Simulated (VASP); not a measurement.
## IrW3: single point with PBE

Crystal: IrW3.

```
Ir W
1.0
     2.79073    0.00000    0.00000
    -1.39537    2.41684    0.00000
     0.00000    0.00000    9.39837
Ir W
1 3
Cartesian
  1.3954 0.8056 0.0000
  1.3954 0.8056 4.6992
  0.0000 1.6112 2.2423
  0.0000 1.6112 7.1561
```

The cell was generated, and may not be a known phase.

```json
{"Program": "VASP 6.6.1", "Task": "single point", "Functional": "PBE", "Potentials or basis": "VASP PAW PBE potentials, release 64 (Ir, W_sv)", "Cutoff": "520 eV", "k mesh": "18 × 18 × 6", "Occupations": "gaussian, width 0.1 eV", "Spin": "no spin polarisation"}
```

```json
{
 "Pressure": "0.6 GPa",
 "Largest force": "0.013 eV/Å",
 "Band gap on the k mesh": "zero (an odd number of electrons rules out a gap without spin polarisation)"
}
```

Forces on the atoms (eV/Å):
```
Ir   0.000  0.000  0.000
W    0.000  0.000  0.000
W    0.000  0.000  0.013
W    0.000  0.000 -0.013
```

Levels at points of the mesh, in eV from the Fermi level:
```csv
k point,band 23,band 24,band 25,band 26,band 27,band 28,band 29,band 30
"(0.00, 0.00, 0.00)",-1.66,-0.48,-0.48,-0.03,-0.03,0.03,0.20,0.20
"(0.50, 0.00, 0.00)",-0.90,0.65,0.73,0.87,1.15,1.53,3.41,4.30
"(0.00, 0.00, 0.50)",-1.40,-0.97,-0.36,-0.36,-0.25,-0.25,0.41,0.41
"(0.50, 0.00, 0.50)",-0.26,0.13,0.71,0.99,1.13,2.71,3.35,3.38
```

Wall time 13 min on 1 thread of Intel Xeon 8259CL, with other jobs on the host, peak memory 0.4 GiB.

Caveat: spin-orbit coupling is left out, which moves the levels of the heavy elements.
